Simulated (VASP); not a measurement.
# CoO in VASP: notebook

The runs below take CoO through single point, with PBE.

Program: VASP 6.6.1. These are calculated values, not measurements. Logs are shortened: lines on timing, memory, paths and dates and some standing lists are left out, and cuts for length are marked.

### 1 The cell of the first run

The typed cell holds 2 atoms: a = 2.828 Å, b = 2.828 Å, c = 2.722 Å, α = 90.00°, β = 90.00°, γ = 120.00°.

### 2 Single point, PBE, collinear spin, ferromagnetic start (atoms moved at random)

The input, INCAR:

```
SYSTEM = CoO
  ALGO = Normal
  EDIFF = 1E-6
  ENCUT = 520
  GGA = PE
  ISIF = 2
  ISMEAR = -1
  ISPIN = 2
  LASPH = .True.
  LCHARG = .False.
  LMAXMIX = 4
  LORBIT = 11
  LREAL = .False.
  LWAVE = .False.
  MAGMOM = 2 0
  NBANDS = 18
  NELM = 150
  PREC = Accurate
  SIGMA = 0.05
```

The input, KPOINTS:

```
k-points
0
Gamma
  11 11 10
  0 0 0
```

The input, POSCAR:

```
CoO
1.0
    2.8284500000      0.0000000000      0.0000000000
   -1.4142300000      2.4495100000      0.0000000000
    0.0000000000      0.0000000000      2.7217200000
Co O
1 1
Direct
    0.0326350000      0.0325580000      0.5050160000
    0.6565580000      0.3317920000     -0.0039670000
```

Potentials or basis: VASP PAW PBE potentials, release 64 (Co, O).

Launch:

```bash
$ cat potpaw_PBE.64/Co/POTCAR potpaw_PBE.64/O/POTCAR > POTCAR
$ mpirun -np 1 vasp_std > vasp.out
```

OUTCAR:

```text
SYSTEM = CoO
   EDIFF = 1E-6
   ENCUT = 520
   GGA = PE
   ISIF = 2
   ISMEAR = -1
   ISPIN = 2
   LASPH = .True.
   LORBIT = 11
   LREAL = .False.
   NELM = 150
   PREC = Accurate

 ion  position               nearest neighbor table
   1  0.033  0.033  0.505-   2 2.03   2 2.06   2 2.13   2 2.16   2 2.18   2 2.21
   2  0.657  0.332  0.996-   1 2.03   1 2.06   1 2.13   1 2.16   1 2.18   1 2.21

  LATTYP: Found a hexagonal cell.
 ALAT       =     2.8284500000
 C/A-ratio  =     0.9622655518

  Lattice vectors:

 A1 = (   2.8284500000,   0.0000000000,   0.0000000000)
 A2 = (  -1.4142300000,   2.4495100000,   0.0000000000)
 A3 = (   0.0000000000,   0.0000000000,   2.7217200000)

Analysis of symmetry for initial positions (statically):
=====================================================================
 Subroutine PRICEL returns:
 Original cell was already a primitive cell.

 Routine SETGRP: Setting up the symmetry group for a
 hexagonal supercell.

 Subroutine GETGRP returns: Found  1 space group operations
 (whereof  1 operations were pure point group operations)
 out of a pool of 24 trial point group operations.

The static configuration has the point symmetry C_1 .

Analysis of symmetry for dynamics (positions and initial velocities):
=====================================================================
 Subroutine PRICEL returns:
 Original cell was already a primitive cell.

 Routine SETGRP: Setting up the symmetry group for a
 hexagonal supercell.

 Subroutine GETGRP returns: Found  1 space group operations
 (whereof  1 operations were pure point group operations)
 out of a pool of 24 trial point group operations.

The dynamic configuration has the point symmetry C_1 .

Analysis of structural, dynamic, and magnetic symmetry:
=====================================================================
 Subroutine PRICEL returns:
 Original cell was already a primitive cell.

 Routine SETGRP: Setting up the symmetry group for a
 hexagonal supercell.

 Subroutine GETGRP returns: Found  1 space group operations
 (whereof  1 operations were pure point group operations)
 out of a pool of 24 trial point group operations.

The overall configuration has the point symmetry C_1 .

 Subroutine INISYM returns: Found  1 space group operations
 (whereof  1 operations are pure point group operations),
 and found     1 'primitive' translations

----------------------------------------------------------------------------------------

[... 114 lines left out ...]
  Fermi-wavevector in a.u.,A,eV,Ry     =   1.516869  2.866468 31.305547  2.300893
  Thomas-Fermi vector in A             =   2.626201
   LORBIT       =     11    0 simple, 1 ext, 2 COOP (PROOUT), +10 PAW based schemes
   GGA     = PE    functional components
   LHFCALC =     F    Hartree Fock is set to
   AEXX    =    0.0000 exact exchange contribution
   IVDW    =     0    specifies the selected vdW correction
   LEPSILON=     F    determine dielectric tensor
   LRPA    =     F    only Hartree local field effects (RPA)
 spin polarized calculation
  energy-cutoff  :      520.00
  volume of cell :       18.86
 maximum number of plane-waves:       516
 NGX is ok and might be reduce to    24
   NGX = 11   NGY = 11   NGZ = 11

 number of electron      15.0000000 magnetization       2.9992457

 Free energy of the ion-electron system (eV)
  ---------------------------------------------------
  ext. energy  EPLUGINS =         0.00000000
  ---------------------------------------------------
  free energy    TOTEN  =       -12.91816989 eV

  energy without entropy =      -12.89372465  energy(sigma->0) =      -12.90594727

 E-fermi :   8.2150     XC(G=0): -12.5691

 val. band max:        8.2140334553   @ k =  -0.2727  -0.4545   0.1000
 cond. band min:       8.2151971312   @ k =   0.0000   0.2727   0.2000
 fundamental gap:      0.0011636759
 Fermi energy:         8.2149795231

 spin component 1

 k-point     1 :       0.0000    0.0000    0.0000
  band No.  band energies     occupation
      1     -12.3166      1.00000
      2       3.1253      1.00000
      3       3.3046      1.00000
      4       3.8525      1.00000
      5       4.4443      1.00000
      6       5.3164      1.00000
[... 493 lines left out ...]
     17      36.3167      0.00000
     18      37.1378      0.00000

 [... further k-points ...]

 spin component 2

 k-point     1 :       0.0000    0.0000    0.0000
  band No.  band energies     occupation
      1     -11.6666      1.00000
      2       4.4938      1.00000
      3       4.5632      1.00000
      4       5.1534      1.00000
      5       5.6534      1.00000
      6       8.4487      0.00925
[... 493 lines left out ...]
     17      36.9282      0.00000
     18      37.3797      0.00000

 [... further k-points ...]

------------------------ aborting loop because EDIFF is reached ----------------------------------------

  FORCE on cell =-STRESS in cart. coord.  units (eV):
  Direction    XX          YY          ZZ          XY          YZ          ZX
  --------------------------------------------------------------------------------------
  -------------------------------------------------------------------------------------
  Total        0.1777951      0.0269060      0.0898157      0.0804186      0.0402206      0.0458741
  in kB       15.1063358      2.2860672      7.6311756      6.8327560      3.4173420      3.8976876
  external PRESSURE =       8.3411929 kB  Pullay stress =       0.0000000 kB

 VOLUME and BASIS-vectors are now :
 -----------------------------------------------------------------------------
  energy-cutoff  :      520.00
  volume of cell :       18.86
      direct lattice vectors                 reciprocal lattice vectors
     2.828450000  0.000000000  0.000000000     0.353550531  0.204123179  0.000000000
    -1.414230000  2.449510000  0.000000000     0.000000000  0.408244914  0.000000000
     0.000000000  0.000000000  2.721720000     0.000000000  0.000000000  0.367414723

 POSITION                                       TOTAL-FORCE (eV/Angst)
 -----------------------------------------------------------------------------------
      0.04626      0.07975      1.37451        -0.256947     -0.273622     -0.061168
      1.38781      0.81273      2.71092         0.256947      0.273622      0.061168
 -----------------------------------------------------------------------------------
    total drift:                               -0.000026     -0.000016     -0.000312

  FREE ENERGIE OF THE ION-ELECTRON SYSTEM (eV)
  ---------------------------------------------------
  free  energy   TOTEN  =       -12.9181698885 eV

  energy  without entropy=      -12.8937246517  energy(sigma->0) =      -12.90594727

 total charge

# of ion       s       p       d       tot
------------------------------------------
    1        0.313   0.398   7.148   7.859
    2        1.564   3.407   0.000   4.971
--------------------------------------------------
tot          1.876   3.805   7.148  12.829

 magnetization (x)

# of ion       s       p       d       tot
------------------------------------------
    1        0.007   0.009   2.531   2.547
    2        0.026   0.379   0.000   0.405
--------------------------------------------------
tot          0.033   0.388   2.531   2.952
```

OSZICAR:

```text
N       E                     dE             d eps       ncg     rms          rms(c)
DAV:   1     0.769140319477E+02    0.76914E+02   -0.69215E+03 45354   0.101E+03
DAV:   2    -0.107632181937E+02   -0.87677E+02   -0.75761E+02 44938   0.224E+02
DAV:   3    -0.155806456555E+02   -0.48174E+01   -0.46693E+01 49444   0.557E+01
DAV:   4    -0.156262396216E+02   -0.45594E-01   -0.45566E-01 51062   0.512E+00
DAV:   5    -0.156271439179E+02   -0.90430E-03   -0.90422E-03 50834   0.767E-01    0.172E+01
DAV:   6    -0.147055440158E+02    0.92160E+00   -0.19489E+01 55676   0.659E+01    0.240E+01
DAV:   7    -0.131539614692E+02    0.15516E+01   -0.99139E+00 50800   0.555E+01    0.894E+00
DAV:   8    -0.129397869578E+02    0.21417E+00   -0.64414E-01 62282   0.129E+01    0.398E+00
DAV:   9    -0.129632305484E+02   -0.23444E-01   -0.44340E-01 64518   0.101E+01    0.265E+00
DAV:  10    -0.129179303598E+02    0.45300E-01   -0.13347E-01 62540   0.712E+00    0.669E-01
DAV:  11    -0.129181923842E+02   -0.26202E-03   -0.21600E-02 56978   0.131E+00    0.234E-01
DAV:  12    -0.129183108308E+02   -0.11845E-03   -0.22529E-03 59988   0.559E-01    0.161E-01
DAV:  13    -0.129182312074E+02    0.79623E-04   -0.12517E-03 52562   0.501E-01    0.106E-01
DAV:  14    -0.129181822737E+02    0.48934E-04   -0.67261E-05 56988   0.106E-01    0.641E-02
DAV:  15    -0.129181731523E+02    0.91214E-05   -0.62960E-05 58600   0.106E-01    0.280E-02
DAV:  16    -0.129181694756E+02    0.36767E-05   -0.23934E-05 66458   0.580E-02    0.107E-02
DAV:  17    -0.129181698885E+02   -0.41286E-06   -0.28184E-06 30108   0.160E-02
   1 F= -.12918170E+02 E0= -.12905947E+02  d E =-.244452E-01  mag=     2.9994
```

stdout:

```text
POSCAR found type information on POSCAR CoO
 POSCAR found :  2 types and       2 ions
 scaLAPACK will be used
 LDA part: xc-table for (Slater+PW92), standard interpolation
 POSCAR, INCAR and KPOINTS ok, starting setup
 FFT: planning ... GRIDC
 FFT: planning ... GRID_SOFT
 FFT: planning ... GRID
 WAVECAR not read
 entering main loop
```

Wall time 7 min (1 thread of Intel Xeon Platinum 8259CL at 2.50GHz (Skylake/Cascade Lake), shared host); peak memory 0.4 GiB.

Results:

| Quantity | Value |
| --- | --- |
| Free energy | -12.9182 eV |
| Pressure | 0.8 GPa |
| Largest force | 0.380 eV/Å |
| Band gap on the k mesh | zero (filled and empty bands overlap) |
| Net moment | 3.00 μB per cell |
| Site moments | Co +2.55; O +0.41 μB |
| Valence electrons inside the program's atomic spheres | Co 7.86; O 4.97 |

Forces on the atoms (eV/Å):
```
Co  -0.257 -0.274 -0.061
O    0.257  0.274  0.061
```

Levels at points of the mesh, in eV from the Fermi level:
Spin up:
| k point | band 5 | band 6 | band 7 | band 8 | band 9 | band 10 | band 11 | band 12 | band 13 | band 14 |
| --- | --- | --- | --- | --- | --- | --- | --- | --- | --- | --- |
| (0.00, 0.00, 0.00) | -3.77 | -2.90 | -2.81 | -1.19 | -0.91 | 0.75 | 14.67 | 15.86 | 16.55 | 18.80 |
| (0.00, 0.00, 0.50) | -3.42 | -3.18 | -2.19 | -1.74 | -0.78 | 6.85 | 6.95 | 21.16 | 21.27 | 21.64 |
Spin down:
```tsv
k point	band 2	band 3	band 4	band 5	band 6	band 7	band 8	band 9	band 10	band 11
(0.00, 0.00, 0.00)	-3.72	-3.65	-3.06	-2.56	0.23	0.29	0.44	1.04	1.46	15.08
(0.00, 0.00, 0.50)	-8.27	-3.48	-2.55	-1.13	-0.88	-0.08	0.42	1.45	7.39	7.56
```

Caveat: the cell differs from its parent crystal (atoms moved at random); a cell with one magnetic atom can't hold antiferromagnetic order, which such compounds often take; semilocal functionals often make such compounds metallic where correlation or magnetic order opens a gap, which also shifts bond lengths.

### 3 Single point, PBE, collinear spin, ferromagnetic start

This run uses another cell than the first one, of 9.62 Å³/atom.

The input, INCAR:

```
PREC     = Accurate       # precision mode
ENCUT    = 520            # plane-wave cutoff, eV
EDIFF    = 1E-7           # SCF threshold, eV
ISMEAR   = -1             # smearing method
SIGMA    = 0.05           # smearing width, eV
LREAL    = False          # projectors in reciprocal space
LASPH    = True           # aspherical terms in the spheres
NELM     = 150            # most SCF steps
ALGO     = Normal         # electronic algorithm
ISIF     = 2              # what is computed and relaxed
LWAVE    = False          # write WAVECAR
LCHARG   = False          # write CHGCAR
ISPIN    = 2              # spin polarisation
MAGMOM   = 2 0            # initial moments
LORBIT   = 11             # projections on sites
LMAXMIX  = 4              # l up to which the mixer works
GGA      = PE             # functional
NBANDS   = 18             # bands
```

The input, KPOINTS:

```
Automatic mesh
0
Gamma
  11 11 10
```

The input, POSCAR:

```
CoO
1.0
    2.8471820029      0.0000000000      0.0000000000
   -1.4235960345      2.4657323933      0.0000000000
    0.0000000000      0.0000000000      2.7397451611
Co O
1 1
Direct
    0.0000000000      0.0000000000      0.5000000000
    0.6666700000      0.3333300000      0.0000000000
```

Potentials or basis: VASP PAW PBE potentials, release 64 (Co, O).

Launch:

```bash
$ cat potpaw_PBE.64/Co/POTCAR potpaw_PBE.64/O/POTCAR > POTCAR
$ mpirun -np 1 vasp_std > vasp.out
```

OUTCAR:

```text
PREC = Accurate
   ENCUT = 520
   EDIFF = 1E-7
   ISMEAR = -1
   LREAL = False
   LASPH = True
   NELM = 150
   ISIF = 2
   ISPIN = 2
   LORBIT = 11
   GGA = PE

 ion  position               nearest neighbor table
   1  0.000  0.000  0.500-   2 2.14   2 2.14   2 2.14   2 2.14   2 2.14   2 2.14
   2  0.667  0.333  0.000-   1 2.14   1 2.14   1 2.14   1 2.14   1 2.14   1 2.14

  LATTYP: Found a hexagonal cell.
 ALAT       =     2.8471820029
 C/A-ratio  =     0.9622655518

  Lattice vectors:

 A1 = (   2.8471820029,   0.0000000000,   0.0000000000)
 A2 = (  -1.4235960345,   2.4657323933,   0.0000000000)
 A3 = (   0.0000000000,   0.0000000000,   2.7397451611)

Analysis of symmetry for initial positions (statically):
=====================================================================
 Subroutine PRICEL returns:
 Original cell was already a primitive cell.

 Routine SETGRP: Setting up the symmetry group for a
 hexagonal supercell.

 Subroutine GETGRP returns: Found  4 space group operations
 (whereof  4 operations were pure point group operations)
 out of a pool of 24 trial point group operations.

The static configuration has the point symmetry C_2v.

Analysis of symmetry for dynamics (positions and initial velocities):
=====================================================================
 Subroutine PRICEL returns:
 Original cell was already a primitive cell.

 Routine SETGRP: Setting up the symmetry group for a
 hexagonal supercell.

 Subroutine GETGRP returns: Found  4 space group operations
 (whereof  4 operations were pure point group operations)
 out of a pool of 24 trial point group operations.

The dynamic configuration has the point symmetry C_2v.

Analysis of structural, dynamic, and magnetic symmetry:
=====================================================================
 Subroutine PRICEL returns:
 Original cell was already a primitive cell.
[... 149 lines left out ...]
  ---------------------------------------------------
  ext. energy  EPLUGINS =         0.00000000
  ---------------------------------------------------
  free energy    TOTEN  =       -12.93417353 eV

  energy without entropy =      -12.90590161  energy(sigma->0) =      -12.92003757

 E-fermi :   7.9354     XC(G=0): -12.4586

 val. band max:        7.9338526848   @ k =   0.3636   0.0000   0.1000
 cond. band min:       7.9420485057   @ k =   0.3636   0.0000   0.5000
 fundamental gap:      0.0081958209
 Fermi energy:         7.9353874511

 spin component 1

 k-point     1 :       0.0000    0.0000    0.0000
  band No.  band energies     occupation
      1     -12.4043      1.00000
      2       3.0544      1.00000
      3       3.0544      1.00000
      4       3.6575      1.00000
      5       4.3675      1.00000
      6       5.0049      1.00000
[... 493 lines left out ...]
     17      36.0325      0.00000
     18      37.7902      0.00000

 [... further k-points ...]

 spin component 2

 k-point     1 :       0.0000    0.0000    0.0000
  band No.  band energies     occupation
      1     -11.7574      1.00000
      2       4.3625      1.00000
      3       4.3626      1.00000
      4       5.0438      1.00000
      5       5.3417      1.00000
      6       8.2281      0.00286
[... 493 lines left out ...]
     17      36.2460      0.00000
     18      38.3224      0.00000

 [... further k-points ...]

------------------------ aborting loop because EDIFF is reached ----------------------------------------

  FORCE on cell =-STRESS in cart. coord.  units (eV):
  Direction    XX          YY          ZZ          XY          YZ          ZX
  --------------------------------------------------------------------------------------
  -------------------------------------------------------------------------------------
  Total       -0.3953178     -0.3953125     -0.5856611      0.0000055      0.0000000      0.0000000
  in kB      -32.9295331    -32.9290928    -48.7849218      0.0004589      0.0000000      0.0000000
  external PRESSURE =     -38.2145159 kB  Pullay stress =       0.0000000 kB

 VOLUME and BASIS-vectors are now :
 -----------------------------------------------------------------------------
  energy-cutoff  :      520.00
  volume of cell :       19.23
      direct lattice vectors                 reciprocal lattice vectors
     2.847182003  0.000000000  0.000000000     0.351224474  0.202780224  0.000000000
    -1.423596035  2.465732393  0.000000000     0.000000000  0.405559015  0.000000000
     0.000000000  0.000000000  2.739745161     0.000000000  0.000000000  0.364997451

 POSITION                                       TOTAL-FORCE (eV/Angst)
 -----------------------------------------------------------------------------------
      0.00000      0.00000      1.36987         0.000035     -0.000020      0.000000
      1.42360      0.82190      0.00000        -0.000035      0.000020      0.000000
 -----------------------------------------------------------------------------------
    total drift:                                0.000014      0.000025      0.000000

  FREE ENERGIE OF THE ION-ELECTRON SYSTEM (eV)
  ---------------------------------------------------
  free  energy   TOTEN  =       -12.9341735297 eV

  energy  without entropy=      -12.9059016061  energy(sigma->0) =      -12.92003757

 total charge

# of ion       s       p       d       tot
------------------------------------------
    1        0.303   0.379   7.132   7.814
    2        1.564   3.393   0.000   4.957
--------------------------------------------------
tot          1.867   3.772   7.132  12.771

 magnetization (x)

# of ion       s       p       d       tot
------------------------------------------
    1        0.006   0.008   2.537   2.551
    2        0.025   0.377   0.000   0.402
--------------------------------------------------
tot          0.032   0.385   2.537   2.954
```

stdout:

```text
POSCAR found type information on POSCAR CoO
 POSCAR found :  2 types and       2 ions
 scaLAPACK will be used
 LDA part: xc-table for (Slater+PW92), standard interpolation
 POSCAR, INCAR and KPOINTS ok, starting setup
 FFT: planning ... GRIDC
 FFT: planning ... GRID_SOFT
 FFT: planning ... GRID
 WAVECAR not read
 entering main loop
```

It took 1.7 min on 1 thread of AMD EPYC 9R45 (Zen 5), shared host; peak memory 0.2 GiB.

What came out:

```yaml
Free_energy: -12.9342 eV
Pressure: -3.8 GPa
Band_gap_on_the_k_mesh: zero (filled and empty bands overlap)
Net_moment: 3.00 μB per cell
Site_moments: Co +2.55; O +0.40 μB
Valence_electrons_inside_the_program's_atomic_spheres: Co 7.81; O 4.96
```

Levels at points of the mesh, in eV from the Fermi level:
Spin up:
```
           k point  band 5  band 6  band 7  band 8  band 9  band 10  band 11  band 12  band 13  band 14
(0.00, 0.00, 0.00)   -3.57   -2.93   -2.93   -1.02   -1.02     0.61    14.60    15.98    15.98    18.53
(0.00, 0.00, 0.50)   -3.25   -3.25   -2.16   -1.25   -1.25     6.73     6.79    21.16    21.16    21.42
```
Spin down:
| k point | band 2 | band 3 | band 4 | band 5 | band 6 | band 7 | band 8 | band 9 | band 10 | band 11 |
| --- | --- | --- | --- | --- | --- | --- | --- | --- | --- | --- |
| (0.00, 0.00, 0.00) | -3.57 | -3.57 | -2.89 | -2.59 | 0.29 | 0.29 | 0.80 | 0.80 | 1.21 | 14.99 |
| (0.00, 0.00, 0.50) | -8.09 | -2.93 | -2.93 | -0.95 | -0.95 | -0.13 | 0.95 | 0.95 | 7.24 | 7.41 |

Caveat: the cell stands under tension; a cell with one magnetic atom can't hold antiferromagnetic order, which such compounds often take; semilocal functionals often make such compounds metallic where correlation or magnetic order opens a gap, which also shifts bond lengths. With open d or f shells a metallic result of PBE can be an artefact of self-interaction; +U or a hybrid may open a gap.

(Part 1 of 2 ends here.)
